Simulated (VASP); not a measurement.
Li16HS, 18 atoms in the cell. The cell holds a slab with vacuum, 18 atoms: a = 6.980 Å, b = 6.045 Å, c = 20.403 Å, α = 90.00°, β = 90.00°, γ = 54.74°. 

* Program: VASP 6.6.1
* Task: single point
* Functional: PBE
* Dispersion: D3(BJ)
* Potentials or basis: VASP PAW PBE potentials, release 64 (Li_sv, S, H)
* Cutoff: 520 eV
* k mesh: 3 × 3 × 1
* Occupations: gaussian, width 0.05 eV
* Spin: no spin polarisation
* Dipole correction: no
* Further INCAR settings: LREAL = Auto; ALGO = Normal; EDIFF = 1e-06; NBANDS = 42

Potentials or basis: VASP PAW PBE potentials, release 64 (Li_sv, S, H).

Run with:

```bash
$ cat potpaw_PBE.64/Li_sv/POTCAR potpaw_PBE.64/S/POTCAR potpaw_PBE.64/H/POTCAR > POTCAR
$ mpirun -np 1 vasp_std > vasp.out
```

Hardware: 1 thread of Intel(R) Xeon(R) Platinum 8259CL CPU @ 2.50GHz (Skylake/Cascade Lake), on a shared host.

**Question.** How long does it take, and how much memory?

**Answer.** Wall time 7.6 min on 1 thread of Intel(R) Xeon(R) Platinum 8259CL CPU @ 2.50GHz (Skylake/Cascade Lake), on a shared host, peak memory 0.8 GiB. Counts: scf iterations 23, k points 5.
